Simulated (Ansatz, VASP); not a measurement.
# Two plane-wave programs on Zn5O2

```xyz
7
Lattice="3.1352 -0.0083 0.0038 -1.5748 2.7215 -0.0002 0.0139 0.0071 11.6093" Properties=species:S:1:pos:R:3 pbc="T T T"
Zn   -0.0143    1.8124    5.6254
Zn   -0.0007   -0.0004    2.8012
Zn    1.5761    0.9039    0.0458
Zn    1.5781    0.9077    7.7654
Zn    0.0213    1.8204    9.7659
O    -0.0055    0.0015    4.7491
O     1.5701    0.9025    1.9952
```

Change from the starting cell: cell x1, atoms moved at random (sigma 0.05 Å) and cell strained at random (1.5 %), then relaxed without symmetry.

Alike in both runs: functional PBE; k mesh 12 × 12 × 2; occupations gaussian, width 0.2 eV; no spin polarisation.

Ansatz relaxed the structure, and its values are those at the end. VASP's run is a single point on that final structure, the one shown.

|  | VASP | Ansatz |
| --- | --- | --- |
| version | VASP 6.6.1 | Ansatz 0.2.0 |
| potentials or method | VASP PAW PBE potentials, release 64 (Zn, O), cutoff 520 eV | scalar-relativistic, plane waves, PAW |
| valence electrons in the cell | 72 | 72 |

```tsv
	VASP	Ansatz	Ansatz less VASP
gap on the k mesh at the Fermi level (eV)	none	none	-
pressure (GPa)	0.6	0.0	-0.64
rms of the force components (eV/Å)	0.018	0.003	-0.0148
```

A gap of «none» marks a metal or a gap that the smearing closes. With one functional, cell and mesh, what is left measures potentials, basis and numerics.
